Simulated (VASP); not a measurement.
Crystal: Co.

```
Co
1.0
     2.42715    0.00000    0.00000
    -1.21357    2.10197    0.00000
     0.00000    0.00000    3.91265
Co
2
Direct
  0.33333 0.66667 0.25000
  0.66667 0.33333 0.75000
```

Base run:

- Program: VASP 6.6.1
- Functional: r2SCAN
- Potentials or basis: VASP PAW PBE potentials, release 64 (Co)
- Cutoff: 520 eV
- k mesh: 15 × 15 × 8
- Occupations: gaussian, width 0.03 eV
- Spin: no spin polarisation

Its results: band gap on the k mesh zero (bands 9 and 10 overlap by 1.69 eV); pressure -0.8 GPa.

**Question.** After a change of settings the same cell gave: band gap on the k mesh zero (bands 9 and 10 overlap by 1.69 eV); pressure 0.2 GPa. Which change was it?
A. occupations from gaussian, width 0.03 eV to gaussian, width 0.1 eV; further incar settings from ALGO = Normal; EDIFF = 1e-06; NBANDS = 16 to ALGO = Normal; EDIFF = 1e-07; NBANDS = 16
B. occupations from gaussian, width 0.03 eV to gaussian, width 0.01 eV
C. occupations from gaussian, width 0.03 eV to fermi-dirac, width 0.1 eV

**Answer.** C.

Caveats: the PAW data sets were made with another functional, which shifts forces and pressure a little; the run has no spin polarisation, though such a crystal can be magnetic.
